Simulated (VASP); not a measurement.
Wanted: the native input for a VASP 6.6.1 run.

```
Task                   : single point
Functional             : PBEsol
Potentials or basis    : VASP PAW PBE potentials, release 64 (B, N)
Cutoff                 : 520 eV
k mesh                 : 6 × 6 × 10
Occupations            : gaussian, width 0.05 eV
Spin                   : no spin polarisation
Dipole correction      : no
Further INCAR settings : ALGO = Normal; EDIFF = 1e-06; NBANDS = 26
```

The structure of BN lies in POSCAR:

```
BN
1.0
    4.3982250342      0.0000000000      0.0000000000
    0.0000000000      4.3982250342      0.0000000000
    0.0000000000      0.0000000000      2.7665000000
B N
4 4
Direct
    0.1741337327      0.8258662673      0.5000000000
    0.3258662673      0.3258662673      0.0000000000
    0.6741337327      0.6741337327      0.0000000000
    0.8258662673      0.1741337327      0.5000000000
    0.8123909516      0.8123909516      0.5000000000
    0.3123909516      0.6876090484      0.0000000000
    0.6876090484      0.3123909516      0.0000000000
    0.1876090484      0.1876090484      0.5000000000
```

The input as run:

INCAR

```
  PREC = Accurate
  ENCUT = 520
  EDIFF = 1E-6
  ISMEAR = 0
  SIGMA = 0.05
  LREAL = F
  LASPH = T
  NELM = 80
  ALGO = Normal
  ISIF = 2
  LWAVE = F
  LCHARG = F
  GGA = PS
  NBANDS = 26
```

KPOINTS

```
Automatic mesh
0
Gamma
  6 6 10
```

Potentials or basis: VASP PAW PBE potentials, release 64 (B, N).

Command:

```console
$ cat potpaw_PBE.64/B/POTCAR potpaw_PBE.64/N/POTCAR > POTCAR
$ mpirun -np 1 vasp_std > vasp.out
```

It gave:

The pressure is -26.2 GPa and the largest force is 0.419 eV/Å. The band gap on the k mesh is 4.50 eV.

Caveat: the cell stands under tension; the PAW data sets were made with another functional, which shifts forces and pressure a little.

It took 61 s on 1 thread of AMD EPYC 7R13 Processor (Zen 3), on a shared host, peak memory 0.18 GiB.
